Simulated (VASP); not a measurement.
# Ge (Fd-3m) in VASP: a series of runs

The runs below take Ge through single point, with r2SCAN, HSE06, PBE-based screened hybrid, PBE-based global hybrid.

Everything below comes from runs of VASP 6.6.1. Logs are shortened: lines on timing, memory, paths and dates and some standing lists are left out, and cuts for length are marked.

### Step 1. The cell of the first run

It takes space group Fd-3m (No. 227, cubic). The conventional cell has a = 5.674 Å, b = 5.674 Å, c = 5.674 Å, α = 90.00°, β = 90.00°, γ = 90.00°. Within 3.2 Å of Ge (site symmetry -43m) lie 4 Ge at 2.46 Å.

### Step 2. Single point, r2SCAN

Contents of POSCAR:

```
Ge
1.0
    0.0000000000      2.8368735121      2.8368735121
    2.8368735121      0.0000000000      2.8368735121
    2.8368735121      2.8368735121      0.0000000000
Ge
2
Direct
    0.0000000000      0.0000000000      0.0000000000
    0.2500000000      0.2500000000      0.2500000000
```

Contents of INCAR.step1:

```
SYSTEM = Ge
  PREC = Accurate
  ENCUT = 520
  ISMEAR = -1
  SIGMA = 0.02
  LREAL = .FALSE.
  LASPH = .TRUE.
  NELM = 100
  NBANDS = 21
  GGA = PE
  ALGO = Normal
  EDIFF = 1E-4
  LWAVE = .TRUE.
  LCHARG = .FALSE.
```

Contents of INCAR.step2:

```
SYSTEM = Ge
  PREC = Accurate
  ENCUT = 520
  EDIFF = 1E-7
  ISMEAR = -1
  SIGMA = 0.02
  LREAL = .FALSE.
  LASPH = .TRUE.
  NELM = 100
  ALGO = Normal
  ISIF = 2
  LWAVE = .FALSE.
  LCHARG = .TRUE.
  METAGGA = R2SCAN
  LMIXTAU = .TRUE.
  LELF = .TRUE.
  LVHAR = .TRUE.
  NBANDS = 21
  ISTART = 1
```

Contents of KPOINTS:

```
regular mesh
0
G
  6 6 6
  0 0 0
```

Potentials or basis: VASP PAW PBE potentials, release 64 (Ge_d).

The run is started by

```bash
> cat potpaw_PBE.64/Ge_d/POTCAR > POTCAR
> cp INCAR.step1 INCAR
> mpirun -np 1 vasp_std > vasp.out
> cp INCAR.step2 INCAR
> mpirun -np 1 vasp_std > vasp.out
```

OUTCAR:

```text
SYSTEM = Ge
   PREC = Accurate
   ENCUT = 520
   EDIFF = 1E-7
   ISMEAR = -1
   LREAL = .FALSE.
   LASPH = .TRUE.
   NELM = 100
   ISIF = 2
   METAGGA = R2SCAN
   ISTART = 1

 ion  position               nearest neighbor table
   1  0.000  0.000  0.000-   2 2.46   2 2.46   2 2.46   2 2.46
   2  0.250  0.250  0.250-   1 2.46   1 2.46   1 2.46   1 2.46

  LATTYP: Found a face centered cubic cell.
 ALAT       =     5.6737470242

  Lattice vectors:

 A1 = (   0.0000000000,   2.8368735121,   2.8368735121)
 A2 = (   2.8368735121,   0.0000000000,   2.8368735121)
 A3 = (   2.8368735121,   2.8368735121,   0.0000000000)

Analysis of symmetry for initial positions (statically):
=====================================================================
 Subroutine PRICEL returns:
 Original cell was already a primitive cell.

 Routine SETGRP: Setting up the symmetry group for a
 face centered cubic supercell.

 Subroutine GETGRP returns: Found 48 space group operations
 (whereof 24 operations were pure point group operations)
 out of a pool of 48 trial point group operations.

The static configuration has the point symmetry T_d .
 The point group associated with its full space group is O_h .

Analysis of symmetry for dynamics (positions and initial velocities):
=====================================================================
 Subroutine PRICEL returns:
 Original cell was already a primitive cell.

 Routine SETGRP: Setting up the symmetry group for a
 face centered cubic supercell.

 Subroutine GETGRP returns: Found 48 space group operations
 (whereof 24 operations were pure point group operations)
 out of a pool of 48 trial point group operations.

The dynamic configuration has the point symmetry T_d .
 The point group associated with its full space group is O_h .

 Subroutine INISYM returns: Found 48 space group operations
 (whereof 24 operations are pure point group operations),
 and found     1 'primitive' translations

----------------------------------------------------------------------------------------

                                     Primitive cell

  volume of cell :      45.6615

  direct lattice vectors                    reciprocal lattice vectors
     0.000000000  2.836873512  2.836873512    -0.176250368  0.176250368  0.176250368
[... 71 lines left out ...]
   ISPIN  =      1    spin polarized calculation?
   LNONCOLLINEAR =      F non collinear calculations
   LSORBIT =      F    spin-orbit coupling
   LASPH  =      T    aspherical Exc in radial PAW
   ENCUT  =  520.0 eV  38.22 Ry    6.18 a.u.   7.46  7.46  7.46*2*pi/ulx,y,z
   NELM   =    100;   NELMIN=  2; NELMDL=  0     # of ELM steps
   EDIFF  = 0.1E-06   stopping-criterion for ELM
   LREAL  =      F    real-space projection
   EDIFFG = 0.1E-05   stopping-criterion for IOM
   NSW    =      0    number of steps for IOM
   IBRION =     -1    ionic relax: 0-MD 1-quasi-New 2-CG
   NFREE  =      0    steps in history (QN), initial steepest desc. (CG)
   ISIF   =      2    stress and relaxation
   ISYM   =      2    0-nonsym 1-usesym 2-fastsym
   POTIM  = 0.5000    time-step for ionic-motion
   TEBEG  =    0.0;   TEEND  =   0.0 temperature during run
   PSTRESS=    0.0 pullay stress
   NELECT =      28.0000    total number of electrons
   NUPDOWN=      -1.0000    fix difference up-down
   EMIN   =  10.00;   EMAX   =-10.00  energy-range for DOS
   EFERMI =   0.00;   METHOD = LEGACY
   ISMEAR =    -1;   SIGMA  =   0.02  broadening in eV -4-tet -1-fermi 0-gaus
   EFERMI_NEDOS =   21; number of points for ismear=-14 and -15
   IALGO  =     38    algorithm
   IMIX   =      4    mixing-type and parameters
     AMIX     =   0.40;   BMIX     =  1.00
     AMIX_MAG =   1.60;   BMIX_MAG =  1.00
  volume/ion in A,a.u.               =      22.83       154.07
  Fermi-wavevector in a.u.,A,eV,Ry     =   1.390841  2.628309 26.319643  1.934439
  Thomas-Fermi vector in A             =   2.514738
   LORBIT       =      0    0 simple, 1 ext, 2 COOP (PROOUT), +10 PAW based schemes
   METAGGA = R2SCAN    functional components
   LHFCALC =     F    Hartree Fock is set to
   AEXX    =    0.0000 exact exchange contribution
   IVDW    =     0    specifies the selected vdW correction
   LEPSILON=     F    determine dielectric tensor
   LRPA    =     F    only Hartree local field effects (RPA)
 non-spin polarized calculation
  energy-cutoff  :      520.00
  volume of cell :       45.66
 maximum number of plane-waves:      1247
 NGX is ok and might be reduce to    30
   NGX = 15   NGY = 15   NGZ = 15

 number of electron      28.0000015 magnetization

 Free energy of the ion-electron system (eV)
  ---------------------------------------------------
  ext. energy  EPLUGINS =         0.00000000
  ---------------------------------------------------
  free energy    TOTEN  =       -27.70520323 eV

  energy without entropy =      -27.70520141  energy(sigma->0) =      -27.70520232

 E-fermi :   4.8986     XC(G=0): -10.7706

 val. band max:        4.7259310618   @ k =   0.0000   0.0000   0.0000
 cond. band min:       5.0501763379   @ k =   0.0000   0.0000   0.0000
 fundamental gap:      0.3242452761
 Fermi energy:         4.8985913582

 k-point     1 :       0.0000    0.0000    0.0000
  band No.  band energies     occupation
      1     -20.7566      2.00000
      2     -20.7566      2.00000
      3     -20.7566      2.00000
      4     -20.7180      2.00000
      5     -20.7180      2.00000
      6     -20.5050      2.00000
[... 373 lines left out ...]
     20      16.3451      0.00000
     21      18.3417      0.00000

------------------------ aborting loop because EDIFF is reached ----------------------------------------

  FORCE on cell =-STRESS in cart. coord.  units (eV):
  Direction    XX          YY          ZZ          XY          YZ          ZX
  --------------------------------------------------------------------------------------
  -------------------------------------------------------------------------------------
  Total       -0.0106298     -0.0106298     -0.0106298      0.0000000      0.0000000      0.0000000
  in kB       -0.3729819     -0.3729819     -0.3729819      0.0000000      0.0000000      0.0000000
  external PRESSURE =      -0.3729819 kB  Pullay stress =       0.0000000 kB

 VOLUME and BASIS-vectors are now :
 -----------------------------------------------------------------------------
  energy-cutoff  :      520.00
  volume of cell :       45.66
      direct lattice vectors                 reciprocal lattice vectors
     0.000000000  2.836873512  2.836873512    -0.176250368  0.176250368  0.176250368
     2.836873512  0.000000000  2.836873512     0.176250368 -0.176250368  0.176250368
     2.836873512  2.836873512  0.000000000     0.176250368  0.176250368 -0.176250368

 POSITION                                       TOTAL-FORCE (eV/Angst)
 -----------------------------------------------------------------------------------
      0.00000      0.00000      0.00000        -0.000000      0.000000     -0.000000
      1.41844      1.41844      1.41844         0.000000     -0.000000      0.000000
 -----------------------------------------------------------------------------------
    total drift:                                0.000000     -0.000000      0.000000

  FREE ENERGIE OF THE ION-ELECTRON SYSTEM (eV)
  ---------------------------------------------------
  free  energy   TOTEN  =       -27.7052032271 eV

  energy  without entropy=      -27.7052014099  energy(sigma->0) =      -27.70520232
```

OSZICAR.step1:

```text
N       E                     dE             d eps       ncg     rms          rms(c)
DAV:   1     0.194028657207E+03    0.19403E+03   -0.14449E+04   748   0.359E+03
DAV:   2     0.198830139545E+02   -0.17415E+03   -0.16846E+03   677   0.662E+02
DAV:   3    -0.805728050149E+01   -0.27940E+02   -0.27734E+02   742   0.145E+02
DAV:   4    -0.904420648379E+01   -0.98693E+00   -0.98602E+00   782   0.318E+01
DAV:   5    -0.906045672081E+01   -0.16250E-01   -0.16250E-01   737   0.455E+00    0.319E+00
DAV:   6    -0.900161809073E+01    0.58839E-01   -0.21712E-02   800   0.142E+00    0.189E+00
DAV:   7    -0.897097198514E+01    0.30646E-01   -0.49186E-02   724   0.197E+00    0.151E-01
DAV:   8    -0.897283633062E+01   -0.18643E-02   -0.62432E-03   742   0.962E-01    0.440E-02
DAV:   9    -0.897296615644E+01   -0.12983E-03   -0.21287E-04   639   0.215E-01    0.165E-02
DAV:  10    -0.897298894520E+01   -0.22789E-04   -0.42297E-05   556   0.731E-02
   1 F= -.89729889E+01 E0= -.89727935E+01  d E =-.390798E-03
```

It took 59 s on 1 thread of AMD EPYC 9R45 (Zen 5), shared host; peak memory 0.14 GiB.

Results:

```yaml
Free_energy: -27.7052 eV
Pressure: 0.0 GPa
Band_gap_on_the_k_mesh: 0.32 eV, direct
```

Levels at points of the mesh, in eV from the valence-band top:
```csv
k point,band 11,band 12,band 13,band 14,band 15,band 16,band 17,band 18
"(0.00, 0.00, 0.00)",-13.24,0.00,0.00,0.00,0.32,2.71,2.71,2.71
"(0.50, 0.00, 0.00)",-11.07,-7.83,-1.47,-1.47,0.41,3.99,3.99,7.64
"(0.50, 0.50, 0.00)",-9.18,-9.18,-3.20,-3.20,0.98,0.98,10.03,10.03
```

Caveat: the PAW data sets were made with another functional, which shifts forces and pressure a little.

### Step 3. Single point, r2SCAN

POSCAR is that of step 2.

Contents of INCAR.step1:

```
ALGO = Normal ; EDIFF = 1E-4
ENCUT = 520 ; GGA = PE
ISMEAR = 1 ; LASPH = True
LCHARG = False ; LREAL = False
LWAVE = True ; NBANDS = 21
NELM = 80 ; PREC = Accurate
SIGMA = 0.2
```

Contents of INCAR.step2:

```
ALGO = Normal ; EDIFF = 1E-6
ENCUT = 520 ; ISIF = 2
ISMEAR = 1 ; ISTART = 1
LASPH = True ; LCHARG = True
LELF = True ; LMIXTAU = True
LREAL = False ; LVHAR = True
LWAVE = False ; METAGGA = R2SCAN
NBANDS = 21 ; NELM = 80
PREC = Accurate ; SIGMA = 0.2
```

Contents of KPOINTS:

```
k-points
0
Gamma
  6 6 6
```

Potentials or basis: VASP PAW PBE potentials, release 64 (Ge_d).

The run is started by

```bash
> cat potpaw_PBE.64/Ge_d/POTCAR > POTCAR
> cp INCAR.step1 INCAR
> mpirun -np 1 vasp_std > vasp.out
> cp INCAR.step2 INCAR
> mpirun -np 1 vasp_std > vasp.out
```

Wall time 48 s (1 thread of AMD EPYC 9R45 (Zen 5), shared host); peak memory 0.13 GiB.

It converged, with:

```yaml
Free_energy: -27.7048 eV
Pressure: 0.0 GPa
Band_gap_on_the_k_mesh: 0.32 eV, direct
```

Levels at points of the mesh, in eV from the valence-band top:
| k point | band 12 | band 13 | band 14 | band 15 | band 16 | band 17 |
| --- | --- | --- | --- | --- | --- | --- |
| (0.00, 0.00, 0.00) | 0.00 | 0.00 | 0.00 | 0.32 | 2.71 | 2.71 |
| (0.50, 0.00, 0.00) | -7.83 | -1.47 | -1.47 | 0.41 | 3.99 | 3.99 |
| (0.50, 0.50, 0.00) | -9.18 | -3.20 | -3.20 | 0.98 | 0.98 | 10.03 |

Caveat: the PAW data sets were made with another functional, which shifts forces and pressure a little. A k mesh can miss the band edges.

### Step 4. Single point, HSE06

POSCAR is that of step 3.

Contents of INCAR.step1:

```
SYSTEM = Ge
PREC     = Accurate       ! precision mode
ENCUT    = 520            ! plane-wave cutoff, eV
EDIFF    = 1E-5           ! SCF threshold, eV
ISMEAR   = -1             ! smearing method
SIGMA    = 0.02           ! smearing width, eV
LREAL    = .False.        ! projectors in reciprocal space
LASPH    = .True.         ! aspherical terms in the spheres
NELM     = 60             ! most SCF steps
ALGO     = Normal         ! electronic algorithm
ISIF     = 2              ! what is computed and relaxed
LWAVE    = .True.         ! write WAVECAR
NBANDS   = 21             ! bands
GGA      = PE             ! functional
```

Contents of INCAR.step2:

```
SYSTEM = Ge
PREC     = Accurate       ! precision mode
ENCUT    = 520            ! plane-wave cutoff, eV
EDIFF    = 1E-6           ! SCF threshold, eV
ISMEAR   = -1             ! smearing method
SIGMA    = 0.02           ! smearing width, eV
LREAL    = .False.        ! projectors in reciprocal space
LASPH    = .True.         ! aspherical terms in the spheres
NELM     = 60             ! most SCF steps
ALGO     = Normal         ! electronic algorithm
ISIF     = 2              ! what is computed and relaxed
LWAVE    = .False.        ! write WAVECAR
LCHARG   = .True.         ! write CHGCAR
GGA      = PE             ! functional
LHFCALC  = .True.         ! exact exchange
HFSCREEN = 0.2079         ! screening, 1/A
PRECFOCK = Normal       
LELF     = .True.         ! ELF
LVHAR    = .True.       
NBANDS   = 21             ! bands
ISTART   = 1
```

Contents of KPOINTS:

```
Automatic mesh
0
Gamma
  4 4 4
  0 0 0
```

The run is started by

```bash
> cat potpaw_PBE.64/Ge_d/POTCAR > POTCAR
> cp INCAR.step1 INCAR
> mpirun -np 1 vasp_std > vasp.out
> cp INCAR.step2 INCAR
> mpirun -np 1 vasp_std > vasp.out
```

Run time: 15 min. Hardware: 1 thread of AMD EPYC 9R45 (Zen 5), shared host; peak memory 0.24 GiB.

The run converged. Its results:

| Item | Value |
| --- | --- |
| Free energy | -10.4580 eV |
| Pressure | 0.5 GPa |
| Band gap on the k mesh | 0.85 eV, indirect (least direct gap 0.88 eV) |

Levels at points of the mesh, in eV from the valence-band top:
```
           k point  band 11  band 12  band 13  band 14  band 15  band 16  band 17  band 18
(0.00, 0.00, 0.00)   -13.94     0.00     0.00     0.00     0.88     3.24     3.24     3.24
(0.50, 0.00, 0.00)   -11.64    -8.22    -1.50    -1.50     0.85     4.48     4.48     7.96
(0.50, 0.50, 0.00)    -9.64    -9.64    -3.31    -3.31     1.33     1.33    10.75    10.75
```

Caveat: the k points lie up to 0.48 Å⁻¹ apart; the PAW data sets were made with another functional, which shifts forces and pressure a little. A k mesh can miss the band edges.

### Step 5. Single point, PBE-based screened hybrid

POSCAR is that of step 4.

Contents of INCAR.step1:

```
ALGO     = Normal         # electronic algorithm
EDIFF    = 1E-5           # SCF threshold, eV
ENCUT    = 520            # plane-wave cutoff, eV
GGA      = PE             # functional
ISIF     = 2              # what is computed and relaxed
ISMEAR   = -1             # smearing method
LASPH    = T              # aspherical terms in the spheres
LCHARG   = F              # write CHGCAR
LREAL    = F              # projectors in reciprocal space
LWAVE    = T              # write WAVECAR
NBANDS   = 21             # bands
NELM     = 60             # most SCF steps
PREC     = Accurate       # precision mode
SIGMA    = 0.02           # smearing width, eV
```

Contents of INCAR.step2:

```
AEXX     = 0.15           # exact-exchange fraction
ALGO     = Normal         # electronic algorithm
EDIFF    = 1E-6           # SCF threshold, eV
ENCUT    = 520            # plane-wave cutoff, eV
GGA      = PE             # functional
HFSCREEN = 0.5            # screening, 1/A
ISIF     = 2              # what is computed and relaxed
ISMEAR   = -1             # smearing method
ISTART   = 1            
LASPH    = T              # aspherical terms in the spheres
LCHARG   = F              # write CHGCAR
LHFCALC  = T              # exact exchange
LREAL    = F              # projectors in reciprocal space
LWAVE    = F              # write WAVECAR
NBANDS   = 21             # bands
NELM     = 60             # most SCF steps
PREC     = Accurate       # precision mode
PRECFOCK = Normal       
SIGMA    = 0.02           # smearing width, eV
```

Contents of KPOINTS:

```
k-points
0
Gamma
  4 4 4
```

The run is started by

```bash
> cat potpaw_PBE.64/Ge_d/POTCAR > POTCAR
> cp INCAR.step1 INCAR
> mpirun -np 1 vasp_std > vasp.out
> cp INCAR.step2 INCAR
> mpirun -np 1 vasp_std > vasp.out
```

Run time: 12 min. Hardware: 1 thread of AMD EPYC 9R45 (Zen 5), shared host; peak memory 0.24 GiB.

Results (log left out):

- Free energy: -9.2458 eV
- Pressure: 2.2 GPa
- Band gap on the k mesh: 0.25 eV, direct

Levels at points of the mesh, in eV from the valence-band top:
```csv
k point,band 11,band 12,band 13,band 14,band 15,band 16,band 17,band 18
"(0.00, 0.00, 0.00)",-13.18,0.00,0.00,0.00,0.25,2.72,2.72,2.72
"(0.50, 0.00, 0.00)",-11.01,-7.77,-1.43,-1.43,0.35,3.92,3.92,7.35
"(0.50, 0.50, 0.00)",-9.13,-9.13,-3.13,-3.13,0.89,0.89,9.86,9.86
```

Caveat: the k points lie up to 0.48 Å⁻¹ apart; the PAW data sets were made with another functional, which shifts forces and pressure a little. A k mesh can miss the band edges.

(Part 1 of 2 ends here.)
